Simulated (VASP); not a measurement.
Input of a VASP 6.6.1 run:

File INCAR:

```
SYSTEM = Zr
PREC     = Accurate       ! precision mode
ENCUT    = 520            ! plane-wave cutoff, eV
EDIFF    = 1E-6           ! SCF threshold, eV
ISMEAR   = 0              ! smearing method
SIGMA    = 0.05           ! smearing width, eV
LREAL    = .FALSE.        ! projectors in reciprocal space
LASPH    = .TRUE.         ! aspherical terms in the spheres
NELM     = 60             ! most SCF steps
ALGO     = Fast           ! electronic algorithm
ISIF     = 2              ! what is computed and relaxed
LWAVE    = .FALSE.        ! write WAVECAR
LCHARG   = .FALSE.        ! write CHGCAR
GGA      = CA             ! functional
NBANDS   = 25             ! bands
```

Contents of KPOINTS:

```
Automatic mesh
0
G
  10 10 16
  0 0 0
```

File POSCAR:

```
Zr
1.0
    4.8045892494      0.0000000000      0.0000000000
   -2.4022946247      4.1608963448      0.0000000000
    0.0000000000      0.0000000000      3.0075235641
Zr
3
Direct
    0.0000000000      0.0000000000      0.0000000000
    0.3333333333      0.6666666667      0.5000000000
    0.6666666667      0.3333333333      0.5000000000
```

Potentials or basis: VASP PAW LDA potentials, release 64 (Zr_sv).

Command:

```sh
$ cat potpaw_LDA.64/Zr_sv/POTCAR > POTCAR
$ mpirun -np 1 vasp_std > vasp.out
```

Q: Estimate the band gap on the k mesh.

A: Zero (bands 18 and 19 overlap by 0.80 eV).

Q: What does it give for the pressure?

A: 9.2 GPa.

Caveat: the cell stands under pressure.
